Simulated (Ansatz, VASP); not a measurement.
# Ag in VASP and in Ansatz

INCAR

```
PREC = Accurate
ENCUT = 520
EDIFF = 1E-7
ISMEAR = -1
SIGMA = 0.08
LREAL = False
LASPH = True
NELM = 80
ALGO = Normal
ISIF = 2
LWAVE = False
LCHARG = False
GGA = CA
NBANDS = 30
```

File KPOINTS:

```
regular mesh
0
Gamma
  14 14 4
```

File POSCAR:

```
Ag
1.0
    2.8573369195      0.0000000000      0.0000000000
   -1.4286684598      2.4745263596      0.0000000000
    0.0000000000      0.0000000000     10.0000000000
Ag
4
Direct
    0.3333333333      0.6666666667      0.2500000000
    0.6666666667      0.3333333333      0.7500000000
    0.0000000000      0.0000000000      0.0000000000
    0.0000000000      0.0000000000      0.5000000000
```

Input for Ansatz:

```yaml
crystal:
  lattice:
    - [2.8573369195, 0.0, 0.0]
    - [-1.4286684598, 2.4745263596, 0.0]
    - [0.0, 0.0, 10.0]
  atoms:
    - { symbol: Ag, position: [0.3333333333, 0.6666666667, 0.25] }
    - { symbol: Ag, position: [0.6666666667, 0.3333333333, 0.75] }
    - { symbol: Ag, position: [0.0, 0.0, 0.0] }
    - { symbol: Ag, position: [0.0, 0.0, 0.5] }
kpoints:
  mp_grid: { grid: [14, 14, 4] }
  band_path:
    path:
      - [0.0, 0.0, 0.0]
      - [0.5, 0.0, 0.0]
      - [0.3333333333, 0.3333333333, 0.0]
      - [0.0, 0.0, 0.0]
      - [0.0, 0.0, 0.5]
      - [0.5, 0.0, 0.5]
      - [0.3333333333, 0.3333333333, 0.5]
      - [0.0, 0.0, 0.5]
      - [0.5, 0.0, 0.5]
    npoints: 5
scf:
  occupations: { method: fermi_dirac, width: 0.08 }
hamiltonian:
  xc: lda
  pseudopotentials: { kind: all_electron, lapw: { basis_error: 0.0005 } }
output:
  forces: true
  stress: true
  eigenvalues: true
```

Change from the starting cell: equal xx and yy strain of -1 %.

Alike in both runs: task single point; functional LDA; k mesh 14 × 14 × 4; occupations fermi-dirac, width 0.08 eV; no spin polarisation.

|  | VASP | Ansatz |
| --- | --- | --- |
| version | VASP 6.6.1 | Ansatz 0.2.0 |
| potentials or method | VASP PAW LDA potentials, release 64 (Ag), cutoff 520 eV | all-electron LAPW, scalar-relativistic |

|  | VASP | Ansatz | Ansatz less VASP |
| --- | --- | --- | --- |
| pressure (GPa) | -9.5 | -9.6 | -0.16 |
| traceless stress, the component that is largest in VASP (GPa) | -3.32 | -3.27 | +0.043 |

LDA's correlation is that of Perdew and Zunger in VASP and of Perdew and Wang (1992) in Ansatz. Ansatz ran all-electron here, and VASP with PAW potentials.
